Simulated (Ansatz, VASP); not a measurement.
# CdSe in VASP and in Ansatz

```xyz
4
Lattice="4.3754 0.0000 0.0000 -2.1877 3.7892 0.0000 0.0000 0.0000 7.7721" Properties=species:S:1:pos:R:3 pbc="T T T"
Cd    2.1877    1.2631    0.1108
Cd    0.0000    2.5262    3.9969
Se    2.1877    1.2631    2.8038
Se    0.0000    2.5262    6.6898
```

Alike in both runs: task single point; functional PBE; k mesh 9 × 9 × 4; occupations gaussian, width 0.02 eV; no spin polarisation.

|  | VASP | Ansatz |
| --- | --- | --- |
| version | VASP 6.6.1 | Ansatz 0.2.0 |
| potentials or method | VASP PAW PBE potentials, release 64 (Cd, Se), cutoff 500 eV | scalar-relativistic, plane waves, PAW |
| valence electrons in the cell | 36 | 72 |

Ansatz gave:

- gap on the k mesh at the Fermi level (eV): 0.07
- least direct gap on the mesh (eV): 0.07
- pressure (GPa): -3.2
- traceless stress, the component that is largest in VASP (GPa): -1.56
- rms of the force components (eV/Å): 0.265

Problem. Which values does VASP return?

Solution. gap on the k mesh at the Fermi level (eV): 0.07; least direct gap on the mesh (eV): 0.07; pressure (GPa): -3.0; traceless stress, the component that is largest in VASP (GPa): -1.52; rms of the force components (eV/Å): 0.267.

Atom by atom the forces differ by 0.002 eV/Å (rms over components). VASP's potentials hold 36 valence electrons a cell and Ansatz's 72, so a difference there can come from the potentials and not from the codes.
